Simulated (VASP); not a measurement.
Set up this calculation in VASP 6.6.1, as the native input.

* Task: single point
* Functional: PBE
* Potentials or basis: VASP PAW PBE potentials, release 64 (Al, Cu)
* Cutoff: 520 eV
* k mesh: 10 × 10 × 14
* Occupations: gaussian, width 0.15 eV
* Spin: no spin polarisation
* Dipole correction: no
* Further INCAR settings: ALGO = Fast; EDIFF = 1e-07; NBANDS = 16

The structure of Al2Cu lies in POSCAR:

```
Al2Cu
1.0
    4.0663511639      0.0000000000      0.0000000000
    0.0000000000      4.0663511639      0.0000000000
    0.0000000000      0.0000000000      2.8847334069
Al Cu
2 1
Direct
    0.5000000000      0.0058614588      0.5000000000
    0.0000000000      0.4741577779      0.5000000000
    0.0000000000      0.0084838028      0.0000000000
```

The input as run:

INCAR

```
SYSTEM = Al2Cu
PREC     = Accurate       ! precision mode
ENCUT    = 520            ! plane-wave cutoff, eV
EDIFF    = 1E-7           ! SCF threshold, eV
ISMEAR   = 0              ! smearing method
SIGMA    = 0.15           ! smearing width, eV
LREAL    = .False.        ! projectors in reciprocal space
LASPH    = .True.         ! aspherical terms in the spheres
NELM     = 100            ! most SCF steps
ALGO     = Fast           ! electronic algorithm
ISIF     = 2              ! what is computed and relaxed
LWAVE    = .False.        ! write WAVECAR
LCHARG   = .False.        ! write CHGCAR
GGA      = PE             ! functional
NBANDS   = 16             ! bands
```

KPOINTS

```
Automatic mesh
0
Gamma
  10 10 14
  0 0 0
```

Potentials or basis: VASP PAW PBE potentials, release 64 (Al, Cu).

Run with:

```bash
$ cat potpaw_PBE.64/Al/POTCAR potpaw_PBE.64/Cu/POTCAR > POTCAR
$ mpirun -np 1 vasp_std > vasp.out
```

Results of the run:

```json
{"Pressure": "3.7 GPa", "Largest force": "1.369 eV/Å"}
```

Caveat: forces of over 1 eV/Å act on the atoms, so gaps and moduli don't describe the material at rest.

Run time: 6.6 min on 1 thread of Intel(R) Xeon(R) Platinum 8488C (Sapphire Rapids) (shared host), peak memory 0.32 GiB.
